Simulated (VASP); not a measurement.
# Cu3O2 (R-3m) in VASP: single point with PBE

Aim: the single point of Cu3O2 with PBE.

Program: VASP 6.6.1. These are calculated values, not measurements. Logs are shortened: lines on timing, memory, paths and dates and some standing lists are left out, and cuts for length are marked.

### Step 1. The cell of the first run

The structure is trigonal, space group R-3m (No. 166). Conventional cell: a = 5.925 Å, b = 5.925 Å, c = 6.593 Å, α = 90.00°, β = 90.00°, γ = 120.00°. Within 2.4 Å of Cu (site symmetry 2/m) lie 2 O at 1.82 Å. O (site symmetry 3m) has 3 Cu at 1.82 Å within 2.4 Å.

### Step 2. Single point, PBE

POSCAR

```
Cu3O2
1.0
    2.9625264209      1.7104154266      2.1977142604
   -2.9625264209      1.7104154266      2.1977142604
    0.0000000000     -3.4208308531      2.1977142605
Cu O
3 2
Direct
    0.0000000000      0.5000000000      0.5000000000
    0.5000000000      0.0000000000      0.5000000000
    0.5000000000      0.5000000000      0.0000000000
    0.2369259852      0.2369259852      0.2369259852
    0.7630740148      0.7630740148      0.7630740148
```

INCAR.step1

```
SYSTEM = Cu3O2
ALGO     = Fast           ! electronic algorithm
EDIFF    = 1E-6           ! SCF threshold, eV
ENCUT    = 520            ! plane-wave cutoff, eV
GGA      = PE             ! functional
ISIF     = 2              ! what is computed and relaxed
ISMEAR   = 0              ! smearing method
LASPH    = .True.         ! aspherical terms in the spheres
LCHARG   = .True.         ! write CHGCAR
LMAXMIX  = 4              ! l up to which the mixer works
LREAL    = .False.        ! projectors in reciprocal space
LWAVE    = .False.        ! write WAVECAR
NBANDS   = 30             ! bands
NELM     = 100            ! most SCF steps
PREC     = Accurate       ! precision mode
SIGMA    = 0.1            ! smearing width, eV
```

KPOINTS.step1

```
k-points
0
Gamma
  12 12 12
  0 0 0
```

INCAR.step2

```
SYSTEM = Cu3O2
ALGO     = Fast           ! electronic algorithm
EDIFF    = 1E-6           ! SCF threshold, eV
ENCUT    = 520            ! plane-wave cutoff, eV
GGA      = PE             ! functional
ICHARG   = 11             ! starting density
ISIF     = 2              ! what is computed and relaxed
ISMEAR   = -5             ! smearing method
LASPH    = .True.         ! aspherical terms in the spheres
LCHARG   = .False.        ! write CHGCAR
LMAXMIX  = 4              ! l up to which the mixer works
LORBIT   = 10             ! projections on sites
LREAL    = .False.        ! projectors in reciprocal space
LWAVE    = .False.        ! write WAVECAR
NBANDS   = 30             ! bands
NEDOS    = 2001           ! points of the DOS
NELM     = 100            ! most SCF steps
PREC     = Accurate       ! precision mode
SIGMA    = 0.1            ! smearing width, eV
```

KPOINTS.step2

```
k-points
0
Gamma
  18 18 18
  0 0 0
```

Potentials or basis: VASP PAW PBE potentials, release 64 (Cu, O).

Started as:

```sh
cat potpaw_PBE.64/Cu/POTCAR potpaw_PBE.64/O/POTCAR > POTCAR
cp INCAR.step1 INCAR
cp KPOINTS.step1 KPOINTS
mpirun -np 1 vasp_std > vasp.out
cp INCAR.step2 INCAR
cp KPOINTS.step2 KPOINTS
mpirun -np 1 vasp_std > vasp.out
```

OUTCAR:

```text
SYSTEM = Cu3O2
   EDIFF = 1E-6
   ENCUT = 520
   GGA = PE
   ICHARG = 11
   ISIF = 2
   ISMEAR = -5
   LASPH = .True.
   LORBIT = 10
   LREAL = .False.
   NELM = 100
   PREC = Accurate

 ion  position               nearest neighbor table
   1  0.000  0.500  0.500-   4 1.82   5 1.82   2 2.78   2 2.78   3 2.78   3 2.78
   2  0.500  0.000  0.500-   4 1.82   5 1.82   1 2.78   1 2.78   3 2.78   3 2.78
   3  0.500  0.500  0.000-   4 1.82   5 1.82   1 2.78   2 2.78   2 2.78   1 2.78
   4  0.237  0.237  0.237-   3 1.82   2 1.82   1 1.82
   5  0.763  0.763  0.763-   3 1.82   2 1.82   1 1.82

  LATTYP: Found a trigonal (rhomboedric) cell.
 ALAT       =     4.0659601199
 COS(alpha) =    -0.0617645739

  Lattice vectors:

 A1 = (   2.9625264209,   1.7104154266,   2.1977142604)
 A2 = (  -2.9625264209,   1.7104154266,   2.1977142604)
 A3 = (   0.0000000000,  -3.4208308531,   2.1977142605)

Analysis of symmetry for initial positions (statically):
=====================================================================
 Subroutine PRICEL returns:
 Original cell was already a primitive cell.

 Routine SETGRP: Setting up the symmetry group for a
 trigonal (rhombohedral) supercell.

 Subroutine GETGRP returns: Found 12 space group operations
 (whereof 12 operations were pure point group operations)
 out of a pool of 12 trial point group operations.

The static configuration has the point symmetry D_3d.

Analysis of symmetry for dynamics (positions and initial velocities):
=====================================================================
 Subroutine PRICEL returns:
 Original cell was already a primitive cell.

 Routine SETGRP: Setting up the symmetry group for a
 trigonal (rhombohedral) supercell.

 Subroutine GETGRP returns: Found 12 space group operations
 (whereof 12 operations were pure point group operations)
 out of a pool of 12 trial point group operations.

The dynamic configuration has the point symmetry D_3d.

 Subroutine INISYM returns: Found 12 space group operations
 (whereof 12 operations are pure point group operations),
 and found     1 'primitive' translations

----------------------------------------------------------------------------------------

                                     Primitive cell

  volume of cell :      66.8169

  direct lattice vectors                    reciprocal lattice vectors
     2.962526421  1.710415427  2.197714260     0.168774866  0.097442214  0.151672735
    -2.962526421  1.710415427  2.197714260    -0.168774866  0.097442214  0.151672735
     0.000000000 -3.420830853  2.197714261     0.000000000 -0.194884429  0.151672735

  length of vectors
     4.065960120  4.065960120  4.065960120     0.246950520  0.246950520  0.246950520

  position of ions in fractional coordinates (direct lattice)
     0.000000000  0.500000000  0.500000000
     0.500000000  0.000000000  0.500000000
     0.500000000  0.500000000  0.000000000
     0.236925985  0.236925985  0.236925985
     0.763074015  0.763074015  0.763074015

  ion indices of the primitive-cell ions
   primitive index   ion index
                 1           1
                 2           2
                 3           3
                 4           4
                 5           5

----------------------------------------------------------------------------------------

 KPOINTS: k-points

Automatic generation of k-mesh.
 Grid dimensions read from file:
 generate k-points for:   18   18   18

 Generating k-lattice:

  Cartesian coordinates                     Fractional coordinates (reciprocal lattice)
     0.009376381  0.005413456  0.008426263     0.055555556  0.000000000  0.000000000
    -0.009376381  0.005413456  0.008426263     0.000000000  0.055555556  0.000000000
     0.000000000 -0.010826913  0.008426263     0.000000000  0.000000000  0.055555556

  Length of vectors
     0.013719473  0.013719473  0.013719473

  Shift w.r.t. Gamma in fractional coordinates (k-lattice)
     0.000000000  0.000000000  0.000000000

 TETIRR: Found   8688 inequivalent tetrahedra from    34992

 Subroutine IBZKPT returns following result:
 ===========================================

 Found    580 irreducible k-points:

 Following reciprocal coordinates:
            Coordinates               Weight
  0.000000  0.000000  0.000000      1.000000
  0.055556  0.000000  0.000000      6.000000
  0.111111  0.000000  0.000000      6.000000
  0.166667  0.000000  0.000000      6.000000
  0.222222  0.000000  0.000000      6.000000
  0.277778  0.000000  0.000000      6.000000
[... 16 lines left out ...]
 -0.277778  0.055556 -0.000000     12.000000
 -0.222222  0.055556  0.000000     12.000000
 [... further k-points ...]
   k-points           NKPTS =    580   k-points in BZ     NKDIM =    580   number of bands    NBANDS=     30
   number of dos      NEDOS =   2001   number of ions     NIONS =      5
   total plane-waves  NPLWV =  27000
   dimension x,y,z NGX =    30 NGY =   30 NGZ =   30
   dimension x,y,z NGXF=    60 NGYF=   60 NGZF=   60
   ions per type =               3   2
   NGX,Y,Z   is equivalent  to a cutoff of  12.27, 12.27, 12.27 a.u.
   NGXF,Y,Z  is equivalent  to a cutoff of  24.53, 24.53, 24.53 a.u.
 SYSTEM =  Cu3O2
   PREC   = accura    normal or accurate (medium, high low for compatibility)
   ISTART =      0    job   : 0-new  1-cont  2-samecut
   ICHARG =     11    charge: 1-file 2-atom 10-const
   ISPIN  =      1    spin polarized calculation?
   LNONCOLLINEAR =      F non collinear calculations
   LSORBIT =      F    spin-orbit coupling
   LASPH  =      T    aspherical Exc in radial PAW
   ENCUT  =  520.0 eV  38.22 Ry    6.18 a.u.   7.56  7.56  7.56*2*pi/ulx,y,z
   NELM   =    100;   NELMIN=  2; NELMDL=  0     # of ELM steps
   EDIFF  = 0.1E-05   stopping-criterion for ELM
   LREAL  =      F    real-space projection
   EDIFFG = 0.1E-04   stopping-criterion for IOM
   NSW    =      0    number of steps for IOM
   IBRION =     -1    ionic relax: 0-MD 1-quasi-New 2-CG
   NFREE  =      0    steps in history (QN), initial steepest desc. (CG)
   ISIF   =      2    stress and relaxation
   ISYM   =      2    0-nonsym 1-usesym 2-fastsym
   POTIM  = 0.5000    time-step for ionic-motion
   TEBEG  =    0.0;   TEEND  =   0.0 temperature during run
   PSTRESS=    0.0 pullay stress
   NELECT =      45.0000    total number of electrons
   NUPDOWN=      -1.0000    fix difference up-down
   EMIN   =  10.00;   EMAX   =-10.00  energy-range for DOS
   EFERMI =   0.00;   METHOD = LEGACY
   ISMEAR =    -5;   SIGMA  =   0.10  broadening in eV -4-tet -1-fermi 0-gaus
   EFERMI_NEDOS =   21; number of points for ismear=-14 and -15
   IALGO  =     68    algorithm
   IMIX   =      4    mixing-type and parameters
     AMIX     =   0.40;   BMIX     =  1.00
     AMIX_MAG =   1.60;   BMIX_MAG =  1.00
  volume/ion in A,a.u.               =      13.36        90.18
  Fermi-wavevector in a.u.,A,eV,Ry     =   1.434994  2.711746 28.017242  2.059209
  Thomas-Fermi vector in A             =   2.554342
   LORBIT       =     10    0 simple, 1 ext, 2 COOP (PROOUT), +10 PAW based schemes
   GGA     = PE    functional components
   LHFCALC =     F    Hartree Fock is set to
   AEXX    =    0.0000 exact exchange contribution
   IVDW    =     0    specifies the selected vdW correction
   LEPSILON=     F    determine dielectric tensor
   LRPA    =     F    only Hartree local field effects (RPA)
 non-spin polarized calculation
 RMM-DIIS sequential band-by-band and
 Fermi weights with tetrahedron method with Bloechl corrections
  energy-cutoff  :      520.00
  volume of cell :       66.82
 maximum number of plane-waves:      1829

 number of electron      44.9999994 magnetization

 Free energy of the ion-electron system (eV)
  ---------------------------------------------------
  ext. energy  EPLUGINS =         0.00000000
  ---------------------------------------------------
  free energy    TOTEN  =       -23.08549756 eV

  energy without entropy =      -23.08549756  energy(sigma->0) =      -23.08549756

 E-fermi :   3.2956     XC(G=0): -10.5513

 val. band max:        3.2961861373   @ k =   0.4444   0.3333   0.2778
 cond. band min:       3.2850485136   @ k =   0.1667   0.1667   0.0556
 fundamental gap:     -0.0111376237
 Fermi energy:         3.2956473410

 k-point     1 :       0.0000    0.0000    0.0000
  band No.  band energies     occupation
      1     -15.5307      2.00000
      2     -14.6742      2.00000
      3      -2.9790      2.00000
      4      -2.9790      2.00000
      5      -2.0225      2.00000
      6      -0.8803      2.00000
[... 22 lines left out ...]
     29      13.6055      0.00000
     30      14.8253      0.00000

 k-point     2 :       0.0556    0.0000    0.0000
  band No.  band energies     occupation
      1     -15.5242      2.00000
      2     -14.6802      2.00000
      3      -2.9689      2.00000
      4      -2.9685      2.00000
      5      -2.0117      2.00000
      6      -0.8812      2.00000
[... 22 lines left out ...]
     29      13.4907      0.00000
     30      14.7646      0.00000

 k-point     3 :       0.1111    0.0000    0.0000
  band No.  band energies     occupation
      1     -15.5050      2.00000
      2     -14.6977      2.00000
      3      -2.9393      2.00000
      4      -2.9370      2.00000
      5      -1.9796      2.00000
      6      -0.8908      2.00000
[... 22 lines left out ...]
     29      13.2489      0.00000
     30      14.6395      0.00000

 k-point     4 :       0.1667    0.0000    0.0000
  band No.  band energies     occupation
      1     -15.4737      2.00000
      2     -14.7265      2.00000
      3      -2.8915      2.00000
      4      -2.8847      2.00000
      5      -1.9278      2.00000
      6      -0.9363      2.00000
[... 616 lines left out ...]
     29      13.0599      0.00000
     30      14.1126      0.00000

 k-point    23 :      -0.2778    0.0556   -0.0000
  band No.  band energies     occupation
      1     -15.3681      2.00000
      2     -14.8258      2.00000
      3      -2.7531      2.00000
      4      -2.5951      2.00000
      5      -1.8111      2.00000
      6      -1.3970      2.00000
[... 22 lines left out ...]
     29      13.0376      0.00000
     30      14.4937      0.00000

 k-point    24 :      -0.2222    0.0556    0.0000
  band No.  band energies     occupation
      1     -15.4200      2.00000
      2     -14.7774      2.00000
      3      -2.8264      2.00000
      4      -2.7048      2.00000
      5      -1.8808      2.00000
      6      -1.1917      2.00000
[... 22 lines left out ...]
     29      13.0762      0.00000
     30      14.6906      0.00000

 [... further k-points ...]

------------------------ aborting loop because EDIFF is reached ----------------------------------------

  FORCE on cell =-STRESS in cart. coord.  units (eV):
  Direction    XX          YY          ZZ          XY          YZ          ZX
  --------------------------------------------------------------------------------------
  -------------------------------------------------------------------------------------
  Total        0.4398406      0.4398406      0.0673706      0.0000000     -0.0000000      0.0000000
  in kB       10.5467737     10.5467737      1.6154554      0.0000000     -0.0000000      0.0000000
  external PRESSURE =       7.5696676 kB  Pullay stress =       0.0000000 kB

 VOLUME and BASIS-vectors are now :
 -----------------------------------------------------------------------------
  energy-cutoff  :      520.00
  volume of cell :       66.82
      direct lattice vectors                 reciprocal lattice vectors
     2.962526421  1.710415427  2.197714260     0.168774866  0.097442214  0.151672735
    -2.962526421  1.710415427  2.197714260    -0.168774866  0.097442214  0.151672735
     0.000000000 -3.420830853  2.197714261     0.000000000 -0.194884429  0.151672735

 POSITION                                       TOTAL-FORCE (eV/Angst)
 -----------------------------------------------------------------------------------
     -1.48126     -0.85521      2.19771         0.000000      0.000000      0.000000
      1.48126     -0.85521      2.19771         0.000000      0.000000      0.000000
      0.00000      1.71042      2.19771        -0.000000      0.000000      0.000000
      0.00000      0.00000      1.56209        -0.000000     -0.000000     -0.081756
      0.00000      0.00000      5.03106        -0.000000      0.000000      0.081756
 -----------------------------------------------------------------------------------
    total drift:                               -0.000000      0.000000      0.000000

  FREE ENERGIE OF THE ION-ELECTRON SYSTEM (eV)
  ---------------------------------------------------
  free  energy   TOTEN  =       -23.0854975565 eV

  energy  without entropy=      -23.0854975565  energy(sigma->0) =      -23.08549756

 total charge

# of ion       s       p       d       tot
------------------------------------------
    1        0.438   0.368   9.165   9.970
    2        0.438   0.368   9.165   9.970
    3        0.438   0.368   9.165   9.970
    4        1.563   3.416   0.000   4.978
    5        1.563   3.416   0.000   4.978
--------------------------------------------------
tot          4.439   7.934  27.495  39.867
```

Wall time 25 min (1 thread of Oxide Virtual Turin-like, shared host); peak memory 0.88 GiB.

Results:

```yaml
Valence_electrons_inside_the_program's_atomic_spheres: Cu 9.97; O 4.98
```

Levels at points of the mesh, in eV from the Fermi level:
```csv
k point,band 20,band 21,band 22,band 23,band 24,band 25,band 26,band 27
"(0.00, 0.00, 0.00)",-1.32,-0.73,0.32,0.32,1.63,2.95,2.95,9.85
"(0.50, 0.00, 0.00)",-1.31,-0.93,-0.47,0.19,3.44,3.54,4.92,6.99
"(0.50, 0.50, 0.00)",-1.32,-1.01,-0.53,0.07,3.09,3.73,5.03,5.56
"(0.50, 0.50, 0.50)",-1.40,-0.48,-0.48,0.07,3.90,4.81,4.81,5.85
```
